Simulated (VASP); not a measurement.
Here is a VASP 6.6.1 calculation.

INCAR

```
  PREC = Accurate
  ENCUT = 520
  EDIFF = 1E-7
  ISMEAR = 0
  SIGMA = 0.05
  LREAL = False
  LASPH = True
  NELM = 80
  ALGO = Normal
  ISIF = 2
  LWAVE = False
  LCHARG = False
  GGA = CA
  NBANDS = 24
```

The input KPOINTS:

```
regular mesh
0
Gamma
  6 6 6
```

Contents of POSCAR:

```
ScF3
1.0
    4.0124500000      0.0000000000      0.0000000000
    0.0000000000      4.0124500000      0.0000000000
    0.0000000000      0.0000000000      4.0124500000
Sc F
1 3
Direct
    0.0000000000      0.0000000000      0.0000000000
    0.5249224289      0.0000000000      0.0000000000
    0.0249224289      0.5000000000      0.0000000000
    0.0249224289      0.0000000000      0.5000000000
```

Potentials or basis: VASP PAW LDA potentials, release 64 (Sc_sv, F).

Launch:

```sh
$ cat potpaw_LDA.64/Sc_sv/POTCAR potpaw_LDA.64/F/POTCAR > POTCAR
$ mpirun -np 1 vasp_std > vasp.out
```

Q: Estimate the pressure.

A: -1.7 GPa.

Q: Estimate the largest force.

A: 1.035 eV/Å.

Q: What does it give for the band gap on the k mesh?

A: 6.20 eV, indirect (least direct gap 6.75 eV).

Stress tensor (GPa, compression positive):
```
-0.17  0.00  0.00
 0.00 -2.50  0.00
 0.00  0.00 -2.50
```

Caveat: the cell differs from its parent crystal (all F atoms moved -0.100 Å, as atom 2 towards its neighbour atom 1 (Sc) at 2.006 Å); forces of over 1 eV/Å act on the atoms, so gaps and moduli don't describe the material at rest. A k mesh can miss the band edges.
